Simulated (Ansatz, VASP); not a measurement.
# Hf: VASP beside Ansatz

```
Hf
1.0
     0.04440    2.22000    2.22000
     2.22000    0.04440    2.22000
     2.26440    2.26440    0.00000
Hf
1
Direct
  0.00000 0.00000 0.00000
```

Alike in both runs: functional PBEsol; k mesh 9 × 9 × 9; occupations fermi-dirac, width 0.05 eV; no spin polarisation.

```csv
,VASP,Ansatz
version,VASP 6.6.1,Ansatz 0.2.0
potentials or method,"VASP PAW PBE potentials, release 64 (Hf_pv)",Ansatz PAW
plane-wave cutoff (eV),520,420
valence electrons in the cell,10,26
task,single point,band structure
```

Ansatz gave:

- gap on the k mesh at the Fermi level (eV): none
- pressure (GPa): -0.9
- traceless stress, the component that is largest in VASP (GPa): -2.32

Task: What did VASP give for the same quantities?

Result: gap on the k mesh at the Fermi level (eV): none; pressure (GPa): -1.3; traceless stress, the component that is largest in VASP (GPa): -2.31.

VASP's potentials were made for PBE, not for PBEsol. A gap of «none» marks a metal or a gap that the smearing closes. VASP's potentials hold 10 valence electrons a cell and Ansatz's 26, so a difference there can come from the potentials and not from the codes.

Neither program's run includes spin-orbit coupling.
